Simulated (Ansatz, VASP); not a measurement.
# ScGa2As3: VASP beside Ansatz

Contents of INCAR:

```
ALGO     = Normal         # electronic algorithm
EDIFF    = 1E-6           # SCF threshold, eV
ENCUT    = 520            # plane-wave cutoff, eV
GGA      = PE             # functional
ISIF     = 2              # what is computed and relaxed
ISMEAR   = 0              # smearing method
LASPH    = True           # aspherical terms in the spheres
LCHARG   = False          # write CHGCAR
LREAL    = False          # projectors in reciprocal space
LWAVE    = False          # write WAVECAR
NBANDS   = 64             # bands
NELM     = 60             # most SCF steps
PREC     = Accurate       # precision mode
SIGMA    = 0.1            # smearing width, eV
```

The input KPOINTS:

```
k-points
0
Gamma
  2 2 2
```

Contents of POSCAR:

```
ScGa2As3
1.0
    0.0000000000      0.0000000000     -6.6522810119
    0.0000000000      7.2764268839      0.0000000000
    6.3043082461     -3.6382134420      0.0000000000
Sc Ga As
2 4 6
Direct
    0.5070334000      0.8334780001      1.0000000000
    0.0070334000      0.1665219999      1.0000000000
    0.4971717763      0.1668019298      0.6597380974
    0.4971717763      0.5070638324      0.3402619026
    0.9971717763      0.4929361676      0.6597380974
    0.9971717763      0.8331980702      0.3402619026
    0.6231574765      0.8339111264      0.3502537666
    0.6231574765      0.4836573597      0.6497462334
    0.6073080944      0.1870053002      0.0000000000
    0.1231574765      0.5163426403      0.3502537666
    0.1231574765      0.1660888736      0.6497462334
    0.1073080944      0.8129946998      0.0000000000
```

Input for Ansatz:

```yaml
crystal:
  lattice:
    - [0.0, 0.0, -6.6522810119]
    - [0.0, 7.2764268839, 0.0]
    - [6.3043082461, -3.638213442, 0.0]
  atoms:
    - { symbol: Sc, position: [0.5070334, 0.8334780001, 1.0] }
    - { symbol: Sc, position: [0.0070334, 0.1665219999, 1.0] }
    - { symbol: Ga, position: [0.4971717763, 0.1668019298, 0.6597380974] }
    - { symbol: Ga, position: [0.4971717763, 0.5070638324, 0.3402619026] }
    - { symbol: Ga, position: [0.9971717763, 0.4929361676, 0.6597380974] }
    - { symbol: Ga, position: [0.9971717763, 0.8331980702, 0.3402619026] }
    - { symbol: As, position: [0.6231574765, 0.8339111264, 0.3502537666] }
    - { symbol: As, position: [0.6231574765, 0.4836573597, 0.6497462334] }
    - { symbol: As, position: [0.6073080944, 0.1870053002, 0.0] }
    - { symbol: As, position: [0.1231574765, 0.5163426403, 0.3502537666] }
    - { symbol: As, position: [0.1231574765, 0.1660888736, 0.6497462334] }
    - { symbol: As, position: [0.1073080944, 0.8129946998, 0.0] }
basis:
  ecutwfc: 420
kpoints:
  mp_grid: { grid: [2, 2, 2] }
hamiltonian:
  xc: pbe
scf:
  occupations: { method: gaussian, width: 0.1 }
  lower_state_search: "off"
output:
  forces: true
  stress: true
  eigenvalues: true
```

Alike in both runs: task single point; functional PBE; k mesh 2 × 2 × 2; occupations gaussian, width 0.1 eV; no spin polarisation.

|  | VASP | Ansatz |
| --- | --- | --- |
| version | VASP 6.6.1 | Ansatz 0.2.0 |
| potentials or method | VASP PAW PBE potentials, release 64 (Sc_sv, Ga_d, As), cutoff 520 eV | scalar-relativistic, plane waves, PAW |
| valence electrons in the cell | 104 | 164 |

```tsv
	VASP	Ansatz	Ansatz less VASP
gap on the k mesh at the Fermi level (eV)	1.30	1.30	+0.006
least direct gap on the mesh (eV)	1.40	1.41	+0.007
pressure (GPa)	0.1	-0.1	-0.18
traceless stress, the component that is largest in VASP (GPa)	0.28	0.29	+0.007
rms of the force components (eV/Å)	0.025	0.025	-0.0003
```

Atom by atom the forces differ by 0.002 eV/Å (rms over components). With one functional, cell and mesh, what is left measures potentials, basis and numerics. VASP's potentials hold 104 valence electrons a cell and Ansatz's 164, so a difference there can come from the potentials and not from the codes.

The k mesh is coarse, so the values compare programs but aren't converged.
